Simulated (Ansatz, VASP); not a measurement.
MgO2 in VASP and in Ansatz

```
CELL_PARAMETERS angstrom
1.84548 1.06549 3.49398
-1.84548 1.06549 3.49398
0.00000 -2.13097 3.49398
ATOMIC_POSITIONS crystal
Mg 0.00000 0.00000 0.00000
O 0.42879 0.42879 0.42879
O 0.57121 0.57121 0.57121
```

Change from the starting cell: strain +0.1500 x Voigt [1, 1, 0, 0, 0, 0], atoms carried along.

Alike in both runs: task single point; functional LDA; k mesh 12 × 12 × 12; occupations gaussian, width 0.05 eV; no spin polarisation.

|  | VASP | Ansatz |
| --- | --- | --- |
| version | VASP 6.6.1 | Ansatz 0.2.0 |
| potentials or method | VASP PAW LDA potentials, release 64 (Mg, O), cutoff 520 eV | scalar-relativistic, plane waves, PAW |
| valence electrons in the cell | 14 | 22 |

```tsv
	VASP	Ansatz	Ansatz less VASP
gap on the k mesh at the Fermi level (eV)	1.68	1.69	+0.012
least direct gap on the mesh (eV)	1.93	1.95	+0.015
pressure (GPa)	-21.7	-21.4	+0.31
traceless stress, the component that is largest in VASP (GPa)	11.82	10.62	-1.193
rms of the force components (eV/Å)	0.334	0.209	-0.1255
```

LDA's correlation is that of Perdew and Zunger in VASP and of Perdew and Wang (1992) in Ansatz. Atom by atom the forces differ by 0.125 eV/Å (rms over components). VASP's potentials hold 14 valence electrons a cell and Ansatz's 22, so a difference there can come from the potentials and not from the codes.
